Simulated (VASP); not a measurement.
# Co (P6_3/mmc) in VASP: notebook

The runs below take Co through single point, with PBE.

Everything below comes from runs of VASP 6.6.1. Logs are shortened: lines on timing, memory, paths and dates and some standing lists are left out, and cuts for length are marked.

## 1. The cell of the first run

Symmetry: P6_3/mmc, No. 194, hexagonal system. The conventional cell has a = 2.549 Å, b = 2.549 Å, c = 4.137 Å, α = 90.00°, β = 90.00°, γ = 120.00°. Within 3.3 Å of Co (site symmetry -6m2) lie 12 Co at 2.54 to 2.55 Å.

## 2. Single point, PBE, collinear spin, ferromagnetic start

Input file INCAR:

```
PREC = Accurate
ENCUT = 520
EDIFF = 1E-6
ISMEAR = -1
SIGMA = 0.1
LREAL = F
LASPH = T
NELM = 150
ALGO = Normal
ISIF = 2
LWAVE = F
LCHARG = F
ISPIN = 2
MAGMOM = 3.2 3.2
LORBIT = 11
LMAXMIX = 4
GGA = PE
NBANDS = 20
```

Input file KPOINTS:

```
regular mesh
0
Gamma
  13 13 7
```

Input file POSCAR:

```
Co
1.0
    2.5485122251      0.0000000000      0.0000000000
   -1.2742561125      2.2070763314      0.0000000000
    0.0000000000      0.0000000000      4.1366315326
Co
2
Direct
    0.3333333333      0.6666666667      0.2500000000
    0.6666666667      0.3333333333      0.7500000000
```

Potentials or basis: VASP PAW PBE potentials, release 64 (Co).

Started as:

```sh
> cat potpaw_PBE.64/Co/POTCAR > POTCAR
> mpirun -np 1 vasp_std > vasp.out
```

OUTCAR:

```text
PREC = Accurate
   ENCUT = 520
   EDIFF = 1E-6
   ISMEAR = -1
   LREAL = F
   LASPH = T
   NELM = 150
   ISIF = 2
   ISPIN = 2
   LORBIT = 11
   GGA = PE

 ion  position               nearest neighbor table
   1  0.333  0.667  0.250-   2 2.54   2 2.54   2 2.54   2 2.54   2 2.54   2 2.54
   2  0.667  0.333  0.750-   1 2.54   1 2.54   1 2.54   1 2.54   1 2.54   1 2.54

  LATTYP: Found a hexagonal cell.
 ALAT       =     2.5485122251
 C/A-ratio  =     1.6231554598

  Lattice vectors:

 A1 = (   2.5485122251,   0.0000000000,   0.0000000000)
 A2 = (  -1.2742561125,   2.2070763314,   0.0000000000)
 A3 = (   0.0000000000,   0.0000000000,   4.1366315326)

Analysis of symmetry for initial positions (statically):
=====================================================================
 Subroutine PRICEL returns:
 Original cell was already a primitive cell.

 Routine SETGRP: Setting up the symmetry group for a
 hexagonal supercell.

 Subroutine GETGRP returns: Found 24 space group operations
 (whereof 12 operations were pure point group operations)
 out of a pool of 24 trial point group operations.

The static configuration has the point symmetry D_3d.
 The point group associated with its full space group is D_6h.

Analysis of symmetry for dynamics (positions and initial velocities):
=====================================================================
 Subroutine PRICEL returns:
 Original cell was already a primitive cell.

 Routine SETGRP: Setting up the symmetry group for a
 hexagonal supercell.

 Subroutine GETGRP returns: Found 24 space group operations
 (whereof 12 operations were pure point group operations)
 out of a pool of 24 trial point group operations.

The dynamic configuration has the point symmetry D_3d.
 The point group associated with its full space group is D_6h.

Analysis of structural, dynamic, and magnetic symmetry:
=====================================================================
 Subroutine PRICEL returns:
 Original cell was already a primitive cell.

 Routine SETGRP: Setting up the symmetry group for a
 hexagonal supercell.

 Subroutine GETGRP returns: Found 24 space group operations
 (whereof 12 operations were pure point group operations)
 out of a pool of 24 trial point group operations.

The overall configuration has the point symmetry D_3d.
 The point group associated with its full space group is D_6h.

 Subroutine INISYM returns: Found 24 space group operations
 (whereof 12 operations are pure point group operations),
 and found     1 'primitive' translations

----------------------------------------------------------------------------------------

                                     Primitive cell

  volume of cell :      23.2676

  direct lattice vectors                    reciprocal lattice vectors
     2.548512225  0.000000000  0.000000000     0.392385797  0.226544045  0.000000000
    -1.274256113  2.207076331  0.000000000     0.000000000  0.453088090  0.000000000
     0.000000000  0.000000000  4.136631533     0.000000000  0.000000000  0.241742585

  length of vectors
     2.548512225  2.548512227  4.136631533     0.453088091  0.453088090  0.241742585

  position of ions in fractional coordinates (direct lattice)
     0.333333333  0.666666667  0.250000000
     0.666666667  0.333333333  0.750000000

  ion indices of the primitive-cell ions
   primitive index   ion index
                 1           1
                 2           2

----------------------------------------------------------------------------------------

 KPOINTS: regular mesh

Automatic generation of k-mesh.
 Grid dimensions read from file:
 generate k-points for:   13   13    7

 Generating k-lattice:

  Cartesian coordinates                     Fractional coordinates (reciprocal lattice)
     0.030183523  0.017426465  0.000000000     0.076923077 -0.000000000  0.000000000
     0.000000000  0.034852930  0.000000000     0.000000000  0.076923077  0.000000000
     0.000000000  0.000000000  0.034534655     0.000000000  0.000000000  0.142857143

  Length of vectors
     0.034852930  0.034852930  0.034534655

  Shift w.r.t. Gamma in fractional coordinates (k-lattice)
     0.000000000  0.000000000  0.000000000

 Subroutine IBZKPT returns following result:
 ===========================================

 Found     84 irreducible k-points:

 Following reciprocal coordinates:
            Coordinates               Weight
  0.000000  0.000000  0.000000      1.000000
  0.076923 -0.000000  0.000000      6.000000
  0.153846 -0.000000  0.000000      6.000000
  0.230769 -0.000000  0.000000      6.000000
  0.307692 -0.000000  0.000000      6.000000
  0.384615 -0.000000  0.000000      6.000000
[... 16 lines left out ...]
  0.076923 -0.000000  0.142857     12.000000
  0.153846 -0.000000  0.142857     12.000000
 [... further k-points ...]
   k-points           NKPTS =     84   k-points in BZ     NKDIM =     84   number of bands    NBANDS=     20
   number of dos      NEDOS =    301   number of ions     NIONS =      2
   total plane-waves  NPLWV =  12800
   dimension x,y,z NGX =    20 NGY =   20 NGZ =   32
   dimension x,y,z NGXF=    40 NGYF=   40 NGZF=   64
   ions per type =               2
   NGX,Y,Z   is equivalent  to a cutoff of  13.05, 13.05, 12.86 a.u.
   NGXF,Y,Z  is equivalent  to a cutoff of  26.09, 26.09, 25.72 a.u.
 SYSTEM =  unknown system
   PREC   = accura    normal or accurate (medium, high low for compatibility)
   ISTART =      0    job   : 0-new  1-cont  2-samecut
   ICHARG =      2    charge: 1-file 2-atom 10-const
   ISPIN  =      2    spin polarized calculation?
   LNONCOLLINEAR =      F non collinear calculations
   LSORBIT =      F    spin-orbit coupling
   LASPH  =      T    aspherical Exc in radial PAW
   ENCUT  =  520.0 eV  38.22 Ry    6.18 a.u.   4.74  4.74  7.69*2*pi/ulx,y,z
   NELM   =    150;   NELMIN=  2; NELMDL= -5     # of ELM steps
   EDIFF  = 0.1E-05   stopping-criterion for ELM
   LREAL  =      F    real-space projection
   EDIFFG = 0.1E-04   stopping-criterion for IOM
   NSW    =      0    number of steps for IOM
   IBRION =     -1    ionic relax: 0-MD 1-quasi-New 2-CG
   NFREE  =      0    steps in history (QN), initial steepest desc. (CG)
   ISIF   =      2    stress and relaxation
   ISYM   =      2    0-nonsym 1-usesym 2-fastsym
   POTIM  = 0.5000    time-step for ionic-motion
   TEBEG  =    0.0;   TEEND  =   0.0 temperature during run
   PSTRESS=    0.0 pullay stress
   NELECT =      18.0000    total number of electrons
   NUPDOWN=      -1.0000    fix difference up-down
   EMIN   =  10.00;   EMAX   =-10.00  energy-range for DOS
   EFERMI =   0.00;   METHOD = LEGACY
   ISMEAR =    -1;   SIGMA  =   0.10  broadening in eV -4-tet -1-fermi 0-gaus
   EFERMI_NEDOS =   21; number of points for ismear=-14 and -15
   IALGO  =     38    algorithm
   IMIX   =      4    mixing-type and parameters
     AMIX     =   0.40;   BMIX     =  1.00
     AMIX_MAG =   1.60;   BMIX_MAG =  1.00
  volume/ion in A,a.u.               =      11.63        78.51
  Fermi-wavevector in a.u.,A,eV,Ry     =   1.502849  2.839973 30.729510  2.258555
  Thomas-Fermi vector in A             =   2.614036
   LORBIT       =     11    0 simple, 1 ext, 2 COOP (PROOUT), +10 PAW based schemes
   GGA     = PE    functional components
   LHFCALC =     F    Hartree Fock is set to
   AEXX    =    0.0000 exact exchange contribution
   IVDW    =     0    specifies the selected vdW correction
   LEPSILON=     F    determine dielectric tensor
   LRPA    =     F    only Hartree local field effects (RPA)
 spin polarized calculation
  energy-cutoff  :      520.00
  volume of cell :       23.27
 maximum number of plane-waves:       646
 NGX is ok and might be reduce to    20
   NGX =  9   NGY =  9   NGZ = 15

 number of electron      18.0000010 magnetization       3.2791056

 Free energy of the ion-electron system (eV)
  ---------------------------------------------------
  ext. energy  EPLUGINS =         0.00000000
  ---------------------------------------------------
  free energy    TOTEN  =       -14.03350605 eV

  energy without entropy =      -13.96691203  energy(sigma->0) =      -14.00020904

 E-fermi :   9.3140     XC(G=0): -12.9987

 val. band max:        9.3118202432   @ k =   0.2308  -0.0000   0.1429
 cond. band min:       9.3164891232   @ k =   0.3077   0.3077   0.4286
 fundamental gap:      0.0046688799
 Fermi energy:         9.3139594620

 spin component 1

 k-point     1 :       0.0000    0.0000    0.0000
  band No.  band energies     occupation
      1       0.8029      1.00000
      2       4.4884      1.00000
      3       6.7723      1.00000
      4       6.8056      1.00000
      5       6.8056      1.00000
      6       7.0782      1.00000
[... 12 lines left out ...]
     19      34.0787      0.00000
     20      34.0787      0.00000
[... 507 lines left out ...]
 k-point    24 :       0.1538   -0.0000    0.1429
  band No.  band energies     occupation
      1       1.7586      1.00000
      2       4.8904      1.00000
      3       6.4104      1.00000
      4       6.5404      1.00000
      5       6.8289      1.00000
      6       7.0166      1.00000
[... 12 lines left out ...]
     19      34.8959      0.00000
     20      35.7806      0.00000

 [... further k-points ...]

 spin component 2

 k-point     1 :       0.0000    0.0000    0.0000
  band No.  band energies     occupation
      1       0.7785      1.00000
      2       5.4351      1.00000
      3       8.4203      0.99987
      4       8.4722      0.99978
      5       8.4722      0.99978
      6       8.7961      0.99440
[... 12 lines left out ...]
     19      34.3488      0.00000
     20      34.3488      0.00000
[... 507 lines left out ...]
 k-point    24 :       0.1538   -0.0000    0.1429
  band No.  band energies     occupation
      1       1.7424      1.00000
      2       5.7897      1.00000
      3       7.6649      1.00000
      4       7.9721      1.00000
      5       8.4919      0.99973
      6       8.7226      0.99730
[... 12 lines left out ...]
     19      35.0383      0.00000
     20      36.0167      0.00000

 [... further k-points ...]

------------------------ aborting loop because EDIFF is reached ----------------------------------------

  FORCE on cell =-STRESS in cart. coord.  units (eV):
  Direction    XX          YY          ZZ          XY          YZ          ZX
  --------------------------------------------------------------------------------------
  -------------------------------------------------------------------------------------
  Total       -1.8758290     -1.8758290     -1.8831716     -0.0000000      0.0000000      0.0000000
  in kB     -129.1673972   -129.1673975   -129.6730005     -0.0000000      0.0000000      0.0000000
  external PRESSURE =    -129.3359318 kB  Pullay stress =       0.0000000 kB

 VOLUME and BASIS-vectors are now :
 -----------------------------------------------------------------------------
  energy-cutoff  :      520.00
  volume of cell :       23.27
      direct lattice vectors                 reciprocal lattice vectors
     2.548512225  0.000000000  0.000000000     0.392385797  0.226544045  0.000000000
    -1.274256113  2.207076331  0.000000000     0.000000000  0.453088090  0.000000000
     0.000000000  0.000000000  4.136631533     0.000000000  0.000000000  0.241742585

 POSITION                                       TOTAL-FORCE (eV/Angst)
 -----------------------------------------------------------------------------------
     -0.00000      1.47138      1.03416         0.000000     -0.000000      0.000000
      1.27426      0.73569      3.10247        -0.000000      0.000000      0.000000
 -----------------------------------------------------------------------------------
    total drift:                               -0.000000      0.000000     -0.000000

  FREE ENERGIE OF THE ION-ELECTRON SYSTEM (eV)
  ---------------------------------------------------
  free  energy   TOTEN  =       -14.0335060469 eV

  energy  without entropy=      -13.9669120284  energy(sigma->0) =      -14.00020904

 total charge

# of ion       s       p       d       tot
------------------------------------------
    1        0.460   0.464   7.222   8.146
    2        0.460   0.464   7.222   8.146
--------------------------------------------------
tot          0.921   0.927  14.443  16.291

 magnetization (x)

# of ion       s       p       d       tot
------------------------------------------
    1       -0.014  -0.053   1.742   1.674
    2       -0.014  -0.053   1.742   1.674
--------------------------------------------------
tot         -0.029  -0.107   3.483   3.348
```

Wall time 2 min (1 thread of Intel Xeon 8259CL, shared host); peak memory 0.18 GiB.

Results:

- Free energy: -14.0335 eV
- Pressure: -12.9 GPa
- Net moment: 3.28 μB per cell
- Site moments: Co +1.67 μB
- Valence electrons inside the program's atomic spheres: Co 8.15

Levels at points of the mesh, in eV from the Fermi level:
Spin up:
| k point | band 8 | band 9 | band 10 | band 11 | band 12 | band 13 | band 14 | band 15 |
| --- | --- | --- | --- | --- | --- | --- | --- | --- |
| (0.00, 0.00, 0.00) | -1.92 | -1.92 | -0.95 | -0.95 | -0.07 | 5.70 | 21.42 | 23.35 |
Spin down:
```csv
k point,band 5,band 6,band 7,band 8,band 9,band 10
"(0.00, 0.00, 0.00)",-0.84,-0.52,-0.52,-0.17,-0.11,-0.11
```

Caveat: the cell stands under tension.

## 3. Single point, PBE, collinear spin, ferromagnetic start

This run uses another cell than the first one, of 11.91 Å³/atom.

Input file INCAR:

```
SYSTEM = Co
ALGO = Normal ; EDIFF = 1E-7
ENCUT = 520 ; GGA = PE
ISIF = 2 ; ISMEAR = -1
ISPIN = 2 ; LASPH = .TRUE.
LCHARG = .FALSE. ; LMAXMIX = 4
LORBIT = 11 ; LREAL = .FALSE.
LWAVE = .FALSE. ; MAGMOM = 3.2 3.2
NBANDS = 20 ; NELM = 150
PREC = Accurate ; SIGMA = 0.1
```

Input file KPOINTS:

```
k-points
0
G
  13 13 7
  0 0 0
```

Input file POSCAR:

```
Co
1.0
    2.5685800767      0.0000000000      0.0000000000
   -1.2842900384      2.2244556007      0.0000000000
    0.0000000000      0.0000000000      4.1692047756
Co
2
Direct
    0.3333333333      0.6666666667      0.2500000000
    0.6666666667      0.3333333333      0.7500000000
```

Potentials or basis: VASP PAW PBE potentials, release 64 (Co).

Started as:

```sh
> cat potpaw_PBE.64/Co/POTCAR > POTCAR
> mpirun -np 1 vasp_std > vasp.out
```

Wall time 2 min (1 thread of Intel Xeon 8259CL, shared host); peak memory 0.19 GiB.

It converged, with:

- Free energy: -13.9834 eV
- Pressure: -16.1 GPa
- Net moment: 3.31 μB per cell
- Site moments: Co +1.69 μB
- Valence electrons inside the program's atomic spheres: Co 8.11

Stress tensor (GPa, compression positive):
```
-16.14   0.00   0.00
  0.00 -16.14   0.00
  0.00   0.00 -16.00
```

Levels at points of the mesh, in eV from the Fermi level:
Spin up:
| k point | band 9 | band 10 | band 11 | band 12 | band 13 | band 14 |
| --- | --- | --- | --- | --- | --- | --- |
| (0.00, 0.00, 0.00) | -1.93 | -0.99 | -0.99 | -0.06 | 5.50 | 21.22 |
Spin down:
```
           k point  band 3  band 4  band 5  band 6  band 7  band 8  band 9  band 10  band 11  band 12
(0.00, 0.00, 0.00)   -0.86   -0.81   -0.81   -0.49   -0.49   -0.16   -0.10    -0.10     0.95     0.95
```

Caveat: the cell stands under tension.

## 4. Single point, PBE, collinear spin, ferromagnetic start

This run uses another cell than the first one, of 12.19 Å³/atom.

Input file INCAR:

```
PREC = Accurate
ENCUT = 520
EDIFF = 1E-7
ISMEAR = -1
SIGMA = 0.1
LREAL = F
LASPH = T
NELM = 150
ALGO = Normal
ISIF = 2
LWAVE = F
LCHARG = T
ISPIN = 2
MAGMOM = 3.2 3.2
LORBIT = 11
LMAXMIX = 4
GGA = PE
LELF = T
LVHAR = T
NBANDS = 20
```

Input file KPOINTS:

```
Automatic mesh
0
Gamma
  13 13 7
```

Input file POSCAR:

```
Co
1.0
    2.5883391615      0.0000000000      0.0000000000
   -1.2941695807      2.2415674701      0.0000000000
    0.0000000000      0.0000000000      4.2012768419
Co
2
Direct
    0.3333333333      0.6666666667      0.2500000000
    0.6666666667      0.3333333333      0.7500000000
```

Started as:

```sh
> cat potpaw_PBE.64/Co/POTCAR > POTCAR
> mpirun -np 1 vasp_std > vasp.out
```

Run time: 2.3 min. Hardware: 1 thread of Intel Xeon 8259CL, shared host; peak memory 0.19 GiB.

It converged, with:

```yaml
Free_energy: -13.9229 eV
Pressure: -18.8 GPa
Net_moment: 3.34 μB per cell
Site_moments: Co +1.71 μB
Valence_electrons_inside_the_program's_atomic_spheres: Co 8.07
```

Stress tensor (GPa, compression positive):
```
-18.91   0.00   0.00
  0.00 -18.91   0.00
  0.00   0.00 -18.66
```

Levels at points of the mesh, in eV from the Fermi level:
Spin up:
```tsv
k point	band 9	band 10	band 11	band 12	band 13	band 14
(0.00, 0.00, 0.00)	-1.93	-1.03	-1.03	-0.05	5.31	21.02
```
Spin down:
| k point | band 5 | band 6 | band 7 | band 8 | band 9 | band 10 |
| --- | --- | --- | --- | --- | --- | --- |
| (0.00, 0.00, 0.00) | -0.77 | -0.47 | -0.47 | -0.15 | -0.08 | -0.08 |

Caveat: the cell stands under tension.

## 5. Overview

```tsv
cell	gap on the mesh (eV)	pressure (GPa)	moment (μB)
a = 2.549, b = 2.549, c = 4.137 Å, angles 90.0, 90.0, 120.0°, 2 atoms	none	-12.9	3.28
a = 2.569, b = 2.569, c = 4.169 Å, angles 90.0, 90.0, 120.0°, 2 atoms	none	-16.1	3.31
a = 2.588, b = 2.588, c = 4.201 Å, angles 90.0, 90.0, 120.0°, 2 atoms	none	-18.8	3.34
```

Alike in all rows: task single point; level PBE; potentials or basis VASP PAW PBE potentials, release 64 (Co); spin collinear, ferromagnetic start; k mesh 13 × 13 × 7; cutoff (eV) 520; smearing fermi-dirac 0.1 eV.

Caveats: the cell stands under tension.

Total energies depend on the potentials used, so only differences within one code and one set of settings carry meaning.
